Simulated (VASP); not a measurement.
Here is a VASP 6.6.1 calculation.

The input INCAR:

```
PREC = Accurate
ENCUT = 520
EDIFF = 1E-6
ISMEAR = -1
SIGMA = 0.05
LREAL = F
LASPH = T
NELM = 80
ALGO = Normal
ISIF = 2
LWAVE = F
LCHARG = T
GGA = PS
LELF = T
LVHAR = T
NBANDS = 14
```

KPOINTS

```
Automatic mesh
0
Gamma
  1 1 1
```

The input POSCAR:

```
Cl
1.0
   11.0000000000      0.0000000000      0.0000000000
    0.0000000000     11.5000000000      0.0000000000
    0.0000000000      0.0000000000     12.0000000000
Cl
2
Direct
    0.5000000000      0.5000000000      0.4171180000
    0.5000000000      0.5000000000      0.5828820000
```

Potentials or basis: VASP PAW PBE potentials, release 64 (Cl).

Command:

```bash
$ cat potpaw_PBE.64/Cl/POTCAR > POTCAR
$ mpirun -np 1 vasp_gam > vasp.out
```

Question: What does it give for the largest force?

Answer: 0.176 eV/Å.

Forces in eV/Å, atoms in the order of the input:
```
Cl   0.000  0.000  0.176
Cl   0.000  0.000 -0.176
```

Caveat: the PAW data sets were made with another functional, which shifts forces and pressure a little.
